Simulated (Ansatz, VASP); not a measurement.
One calculation of Nb, two programs

```
Nb
1.0
    -1.66806    1.66806    1.66806
     1.66806   -1.66806    1.66806
     1.66806    1.66806   -1.66806
Nb
1
Direct
  0.00000 0.00000 0.00000
```

Alike in both runs: task single point; functional PBE; k mesh 11 × 11 × 11; occupations fermi-dirac, width 0.1 eV; no spin polarisation.

```csv
,VASP,Ansatz
version,VASP 6.6.1,Ansatz 0.2.0
potentials or method,"VASP PAW PBE potentials, release 64 (Nb_sv), cutoff 500 eV","PAW, plane waves, scalar-relativistic"
valence electrons in the cell,13,13
```

Ansatz gave:

| Item | Value |
| --- | --- |
| pressure (GPa) | -3.2 |

Problem. Estimate VASP's values.

Solution. Pressure (GPa): -3.6.
